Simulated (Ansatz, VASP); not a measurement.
## Be in VASP and in Ansatz

The input INCAR:

```
SYSTEM = Be
ALGO = Normal ; EDIFF = 1E-6
ENCUT = 520 ; GGA = PE
ISIF = 2 ; ISMEAR = -1
LASPH = .True. ; LCHARG = .False.
LREAL = .False. ; LWAVE = .False.
NBANDS = 7 ; NELM = 80
PREC = Accurate ; SIGMA = 0.05
```

File KPOINTS:

```
k-points
0
Gamma
  20 20 18
  0 0 0
```

POSCAR

```
Be
1.0
    2.0682135235      0.0000000000      0.0000000000
   -1.0341067618      1.7911254518      0.0000000000
    0.0000000000      0.0000000000      2.2483496836
Be
1
Direct
    0.0000000000      0.0000000000      0.0000000000
```

Input for Ansatz:

```yaml
crystal:
  lattice:
    - [2.0682135235, 0.0, 0.0]
    - [-1.0341067618, 1.7911254518, 0.0]
    - [0.0, 0.0, 2.2483496836]
  atoms:
    - { symbol: Be, position: [0.0, 0.0, 0.0] }
kpoints:
  mp_grid: { grid: [20, 20, 18] }
scf:
  occupations: { method: fermi_dirac, width: 0.05 }
hamiltonian:
  xc: pbe
  pseudopotentials: { kind: all_electron, lapw: { basis_error: 0.001 } }
output:
  forces: true
  stress: true
  eigenvalues: true
  populations: true
```

Change from the starting cell: volume scaled by 0.85, LAPW.

Alike in both runs: task single point; functional PBE; k mesh 20 × 20 × 18; occupations fermi-dirac, width 0.05 eV; no spin polarisation.

|  | VASP | Ansatz |
| --- | --- | --- |
| version | VASP 6.6.1 | Ansatz 0.2.0 |
| potentials or method | VASP PAW PBE potentials, release 64 (Be), cutoff 520 eV | all-electron LAPW, scalar-relativistic |

VASP gave:

```
pressure (GPa)                                                : 14.9
traceless stress, the component that is largest in VASP (GPa) : -0.18
```

Problem. What did Ansatz give for the same quantities?

Solution. Pressure (GPa): 14.7; traceless stress, the component that is largest in VASP (GPa): -0.05.

Ansatz ran all-electron here, and VASP with PAW potentials.
